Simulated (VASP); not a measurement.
Here is a VASP 6.6.1 calculation.

File INCAR:

```
PREC     = Accurate       # precision mode
ENCUT    = 520            # plane-wave cutoff, eV
EDIFF    = 1E-6           # SCF threshold, eV
ISMEAR   = -1             # smearing method
SIGMA    = 0.0689         # smearing width, eV
LREAL    = Auto         
LASPH    = True           # aspherical terms in the spheres
NELM     = 100            # most SCF steps
ALGO     = Normal         # electronic algorithm
ISIF     = 2              # what is computed and relaxed
LWAVE    = False          # write WAVECAR
LCHARG   = False          # write CHGCAR
GGA      = PE             # functional
NBANDS   = 94             # bands
```

Contents of KPOINTS:

```
Automatic mesh
0
Gamma
  2 2 2
  0.5 0.5 0.5
```

File POSCAR:

```
PbS
1.0
    8.2822574736      0.0000000000      0.0000000000
    4.1411287368     -7.1788894331      0.0000000000
    4.1411287368      0.0000000000     -7.6100120583
Pb S
8 8
Direct
    0.7478991816      0.4845838667      0.5005411254
    0.7425335348     -0.0042662588      0.5093964333
    0.2493843167      0.4913842222      0.5261458155
    0.2355040527     -0.0053261720      0.5249784060
    0.4844789832      0.5005413488      0.0225279538
    0.5049543543      0.9927167797      0.0034512429
    0.9961808454      0.5136534048      0.0090974889
    0.9917964218      1.0062294548      0.0242291338
    0.5114037133      0.1901986390      0.2999922973
    0.4653602692      0.6920347564      0.3103343309
    0.0122899422      0.1797652704      0.2931322556
    0.0145793950      0.6814625083      0.2821580286
    0.4424488372      0.8360801564      0.7826137402
    0.4153854448      0.3512295354      0.8060674481
    0.9547768979      0.8394128446      0.7876297638
    0.9161153970      0.3621979450      0.8064096289
```

Potentials or basis: VASP PAW PBE potentials, release 64 (Pb_d, S).

Command:

```console
$ cat potpaw_PBE.64/Pb_d/POTCAR potpaw_PBE.64/S/POTCAR > POTCAR
$ mpirun -np 1 vasp_std > vasp.out
```

(1) Estimate the band gap on the k mesh.

(2) What does it give for the pressure?

(3) Predict the largest force.

Results:

(1) 1.08 eV, indirect (least direct gap 1.41 eV).

(2) -0.3 GPa.

(3) 0.696 eV/Å.

Caveat: spin-orbit coupling is left out, which moves the levels of the heavy elements.
